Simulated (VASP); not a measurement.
# Ca (Fm-3m) in VASP: a series of runs, part 3 of 3

VASP 6.6.1. The steps go on from the part before.

### Step 6. Single point, PBE

This run uses another cell than the first one, of 42.17 Å³/atom.

INCAR

```
ALGO = Normal ; EDIFF = 1E-6
ENCUT = 520 ; GGA = PE
ISIF = 2 ; ISMEAR = 1
LASPH = True ; LCHARG = False
LREAL = False ; LWAVE = False
NBANDS = 11 ; NELM = 60
PREC = Accurate ; SIGMA = 1.0
```

KPOINTS

```
k-points
0
Gamma
  10 10 10
```

POSCAR

```
Ca
1.0
    0.0000000000      2.7627089163      2.7627089163
    2.7627089163      0.0000000000      2.7627089163
    2.7627089163      2.7627089163      0.0000000000
Ca
1
Direct
    0.0000000000      0.0000000000      0.0000000000
```

Potentials or basis: VASP PAW PBE potentials, release 64 (Ca_sv).

Run with:

```console
$ cat potpaw_PBE.64/Ca_sv/POTCAR > POTCAR
$ mpirun -np 1 vasp_std > vasp.out
```

OUTCAR:

```text
EDIFF = 1E-6
   ENCUT = 520
   GGA = PE
   ISIF = 2
   ISMEAR = 1
   LASPH = True
   LREAL = False
   NELM = 60
   PREC = Accurate

 ion  position               nearest neighbor table
   1  0.000  0.000  0.000-

  LATTYP: Found a face centered cubic cell.
 ALAT       =     5.5254178326

  Lattice vectors:

 A1 = (   0.0000000000,   2.7627089163,   2.7627089163)
 A2 = (   2.7627089163,   0.0000000000,   2.7627089163)
 A3 = (   2.7627089163,   2.7627089163,   0.0000000000)

Analysis of symmetry for initial positions (statically):
=====================================================================
 Subroutine PRICEL returns:
 Original cell was already a primitive cell.

 Routine SETGRP: Setting up the symmetry group for a
 face centered cubic supercell.

 Subroutine GETGRP returns: Found 48 space group operations
 (whereof 48 operations were pure point group operations)
 out of a pool of 48 trial point group operations.

The static configuration has the point symmetry O_h .

Analysis of symmetry for dynamics (positions and initial velocities):
=====================================================================
 Subroutine PRICEL returns:
 Original cell was already a primitive cell.

 Routine SETGRP: Setting up the symmetry group for a
 face centered cubic supercell.

 Subroutine GETGRP returns: Found 48 space group operations
 (whereof 48 operations were pure point group operations)
 out of a pool of 48 trial point group operations.

The dynamic configuration has the point symmetry O_h .

 Subroutine INISYM returns: Found 48 space group operations
 (whereof 48 operations are pure point group operations),
 and found     1 'primitive' translations

----------------------------------------------------------------------------------------

                                     Primitive cell

  volume of cell :      42.1731

  direct lattice vectors                    reciprocal lattice vectors
     0.000000000  2.762708916  2.762708916    -0.180981788  0.180981788  0.180981788
     2.762708916  0.000000000  2.762708916     0.180981788 -0.180981788  0.180981788
     2.762708916  2.762708916  0.000000000     0.180981788  0.180981788 -0.180981788

  length of vectors
     3.907060418  3.907060418  3.907060418     0.313469652  0.313469652  0.313469652

  position of ions in fractional coordinates (direct lattice)
     0.000000000  0.000000000  0.000000000

  ion indices of the primitive-cell ions
   primitive index   ion index
                 1           1

----------------------------------------------------------------------------------------

 KPOINTS: k-points

Automatic generation of k-mesh.
 Grid dimensions read from file:
 generate k-points for:   10   10   10

 Generating k-lattice:

  Cartesian coordinates                     Fractional coordinates (reciprocal lattice)
    -0.018098179  0.018098179  0.018098179     0.100000000  0.000000000  0.000000000
     0.018098179 -0.018098179  0.018098179     0.000000000  0.100000000  0.000000000
     0.018098179  0.018098179 -0.018098179     0.000000000  0.000000000  0.100000000

  Length of vectors
     0.031346965  0.031346965  0.031346965

  Shift w.r.t. Gamma in fractional coordinates (k-lattice)
     0.000000000  0.000000000  0.000000000

 Subroutine IBZKPT returns following result:
 ===========================================

 Found     47 irreducible k-points:

 Following reciprocal coordinates:
            Coordinates               Weight
  0.000000  0.000000  0.000000      1.000000
  0.100000  0.000000  0.000000      8.000000
  0.200000  0.000000  0.000000      8.000000
  0.300000  0.000000  0.000000      8.000000
  0.400000  0.000000  0.000000      8.000000
  0.500000  0.000000  0.000000      4.000000
[... 16 lines left out ...]
  0.300000  0.300000  0.000000      6.000000
  0.400000  0.300000  0.000000     24.000000
 [... further k-points ...]
   k-points           NKPTS =     47   k-points in BZ     NKDIM =     47   number of bands    NBANDS=     11
   number of dos      NEDOS =    301   number of ions     NIONS =      1
   total plane-waves  NPLWV =  27000
   dimension x,y,z NGX =    30 NGY =   30 NGZ =   30
   dimension x,y,z NGXF=    60 NGYF=   60 NGZF=   60
   ions per type =               1
   NGX,Y,Z   is equivalent  to a cutoff of  12.77, 12.77, 12.77 a.u.
   NGXF,Y,Z  is equivalent  to a cutoff of  25.53, 25.53, 25.53 a.u.
 SYSTEM =  unknown system
   PREC   = accura    normal or accurate (medium, high low for compatibility)
   ISTART =      0    job   : 0-new  1-cont  2-samecut
   ICHARG =      2    charge: 1-file 2-atom 10-const
   ISPIN  =      1    spin polarized calculation?
   LNONCOLLINEAR =      F non collinear calculations
   LSORBIT =      F    spin-orbit coupling
   LASPH  =      T    aspherical Exc in radial PAW
   ENCUT  =  520.0 eV  38.22 Ry    6.18 a.u.   7.26  7.26  7.26*2*pi/ulx,y,z
   NELM   =     60;   NELMIN=  2; NELMDL= -5     # of ELM steps
   EDIFF  = 0.1E-05   stopping-criterion for ELM
   LREAL  =      F    real-space projection
   EDIFFG = 0.1E-04   stopping-criterion for IOM
   NSW    =      0    number of steps for IOM
   IBRION =     -1    ionic relax: 0-MD 1-quasi-New 2-CG
   NFREE  =      0    steps in history (QN), initial steepest desc. (CG)
   ISIF   =      2    stress and relaxation
   ISYM   =      2    0-nonsym 1-usesym 2-fastsym
   POTIM  = 0.5000    time-step for ionic-motion
   TEBEG  =    0.0;   TEEND  =   0.0 temperature during run
   PSTRESS=    0.0 pullay stress
   NELECT =      10.0000    total number of electrons
   NUPDOWN=      -1.0000    fix difference up-down
   EMIN   =  10.00;   EMAX   =-10.00  energy-range for DOS
   EFERMI =   0.00;   METHOD = LEGACY
   ISMEAR =     1;   SIGMA  =   1.00  broadening in eV -4-tet -1-fermi 0-gaus
   EFERMI_NEDOS =   21; number of points for ismear=-14 and -15
   IALGO  =     38    algorithm
   IMIX   =      4    mixing-type and parameters
     AMIX     =   0.40;   BMIX     =  1.00
     AMIX_MAG =   1.60;   BMIX_MAG =  1.00
  volume/ion in A,a.u.               =      42.17       284.60
  Fermi-wavevector in a.u.,A,eV,Ry     =   1.013281  1.914823 13.969611  1.026737
  Thomas-Fermi vector in A             =   2.146440
   LORBIT       =      0    0 simple, 1 ext, 2 COOP (PROOUT), +10 PAW based schemes
   GGA     = PE    functional components
   LHFCALC =     F    Hartree Fock is set to
   AEXX    =    0.0000 exact exchange contribution
   IVDW    =     0    specifies the selected vdW correction
   LEPSILON=     F    determine dielectric tensor
   LRPA    =     F    only Hartree local field effects (RPA)
 non-spin polarized calculation
 Methfessel and Paxton  Order N= 1 SIGMA  =   1.00
  energy-cutoff  :      520.00
  volume of cell :       42.17
 maximum number of plane-waves:      1158
 NGX is ok and might be reduce to    30
   NGX = 15   NGY = 15   NGZ = 15

 number of electron      10.0000001 magnetization

 Free energy of the ion-electron system (eV)
  ---------------------------------------------------
  ext. energy  EPLUGINS =         0.00000000
  ---------------------------------------------------
  free energy    TOTEN  =        -1.92090037 eV

  energy without entropy =       -1.92218473  energy(sigma->0) =       -1.92132849

 E-fermi :   1.9545     XC(G=0):  -7.7379

 val. band max:        1.9276686020   @ k =   0.5000   0.1000   0.0000
 cond. band min:       1.9589466120   @ k =  -0.4000   0.3000   0.0000
 fundamental gap:      0.0312780100
 Fermi energy:         1.9544507271

 k-point     1 :       0.0000    0.0000    0.0000
  band No.  band energies     occupation
      1     -40.0502      2.00000
      2     -20.9670      2.00000
      3     -20.9670      2.00000
      4     -20.9670      2.00000
      5      -2.0649      2.00000
      6       4.3017     -0.00446
      7       4.3017     -0.00446
      8       4.3017     -0.00446
      9       5.3766     -0.00001
     10       5.3766     -0.00001
     11      11.0797     -0.00000
[... 309 lines left out ...]
 k-point    24 :       0.4000    0.3000    0.0000
  band No.  band energies     occupation
      1     -40.0356      2.00000
      2     -21.0725      2.00000
      3     -21.0102      2.00000
      4     -21.0060      2.00000
      5       0.4568      2.05551
      6       2.8020     -0.00248
      7       3.4607     -0.05475
      8       5.2639     -0.00003
      9       5.5697     -0.00000
     10       6.0110     -0.00000
     11       8.6012     -0.00000

 [... further k-points ...]

------------------------ aborting loop because EDIFF is reached ----------------------------------------

  FORCE on cell =-STRESS in cart. coord.  units (eV):
  Direction    XX          YY          ZZ          XY          YZ          ZX
  --------------------------------------------------------------------------------------
  -------------------------------------------------------------------------------------
  Total       -0.0002148     -0.0002148     -0.0002148      0.0000000      0.0000000     -0.0000000
  in kB       -0.0081615     -0.0081615     -0.0081615      0.0000000      0.0000000     -0.0000000
  external PRESSURE =      -0.0081615 kB  Pullay stress =       0.0000000 kB

 VOLUME and BASIS-vectors are now :
 -----------------------------------------------------------------------------
  energy-cutoff  :      520.00
  volume of cell :       42.17
      direct lattice vectors                 reciprocal lattice vectors
     0.000000000  2.762708916  2.762708916    -0.180981788  0.180981788  0.180981788
     2.762708916  0.000000000  2.762708916     0.180981788 -0.180981788  0.180981788
     2.762708916  2.762708916  0.000000000     0.180981788  0.180981788 -0.180981788

 POSITION                                       TOTAL-FORCE (eV/Angst)
 -----------------------------------------------------------------------------------
      0.00000      0.00000      0.00000        -0.000000     -0.000000      0.000000
 -----------------------------------------------------------------------------------
    total drift:                               -0.000000     -0.000000      0.000000

  FREE ENERGIE OF THE ION-ELECTRON SYSTEM (eV)
  ---------------------------------------------------
  free  energy   TOTEN  =        -1.9209003689 eV

  energy  without entropy=       -1.9221847324  energy(sigma->0) =       -1.92132849
```

OSZICAR:

```text
N       E                     dE             d eps       ncg     rms          rms(c)
DAV:   1     0.687220362681E+02    0.68722E+02   -0.50128E+03  1034   0.821E+02
DAV:   2    -0.396363438995E+00   -0.69118E+02   -0.68487E+02  1127   0.214E+02
DAV:   3    -0.186028506833E+01   -0.14639E+01   -0.14428E+01  1501   0.304E+01
DAV:   4    -0.192867160446E+01   -0.68387E-01   -0.67987E-01  1329   0.539E+00
DAV:   5    -0.193114937265E+01   -0.24778E-02   -0.24775E-02  1476   0.749E-01    0.221E+00
DAV:   6    -0.192335284533E+01    0.77965E-02   -0.11252E-02  1268   0.116E+00    0.135E+00
DAV:   7    -0.192131744642E+01    0.20354E-02   -0.16795E-02  1183   0.150E+00    0.101E-01
DAV:   8    -0.192088755106E+01    0.42990E-03   -0.18992E-03  1235   0.416E-01    0.197E-02
DAV:   9    -0.192089967973E+01   -0.12129E-04   -0.85890E-05  1355   0.766E-02    0.615E-03
DAV:  10    -0.192090089795E+01   -0.12182E-05   -0.75156E-06  1536   0.218E-02    0.730E-04
DAV:  11    -0.192090036888E+01    0.52908E-06   -0.13771E-07   721   0.350E-03
   1 F= -.19209004E+01 E0= -.19213285E+01  d E =0.128436E-02
```

stdout:

```text
POSCAR found type information on POSCAR Ca
 POSCAR found :  1 types and       1 ions
 scaLAPACK will be used
 LDA part: xc-table for (Slater+PW92), standard interpolation
 POSCAR, INCAR and KPOINTS ok, starting setup
 FFT: planning ... GRIDC
 FFT: planning ... GRID_SOFT
 FFT: planning ... GRID
 WAVECAR not read
 entering main loop
```

Run time: 25 s. Hardware: 1 thread of Intel Xeon 8259CL, shared host; peak memory 0.18 GiB.

Results:

- Free energy: -1.9209 eV
- Pressure: 0.0 GPa
- Band gap on the k mesh: zero (bands 5 and 6 overlap by 0.27 eV)

Caveat: so wide a smearing shifts energies and pressures.

### Step 7. The runs side by side

```tsv
cell	k mesh	smearing	gap on the mesh (eV)	pressure (GPa)
a = 4.057 Å, angles 60.0°, 1 atom	16 × 16 × 16	fermi-dirac 0.1 eV	none	-1.6
a = 3.907 Å, angles 60.0°, 1 atom	10 × 10 × 10	methfessel-paxton 0.2 eV	none	0.0
a = 3.907 Å, angles 60.0°, 1 atom	10 × 10 × 10	methfessel-paxton 0.3 eV	none	0.0
a = 3.907 Å, angles 60.0°, 1 atom	10 × 10 × 10	methfessel-paxton 0.6 eV	none	0.0
a = 3.907 Å, angles 60.0°, 1 atom	10 × 10 × 10	methfessel-paxton 1 eV	none	0.0
```

Alike in all rows: task single point; level PBE; potentials or basis VASP PAW PBE potentials, release 64 (Ca_sv); no spin polarisation; cutoff (eV) 520.

Caveats: so wide a smearing shifts energies and pressures (at least some runs).

Absolute energies hang on the potentials; compare differences alone.
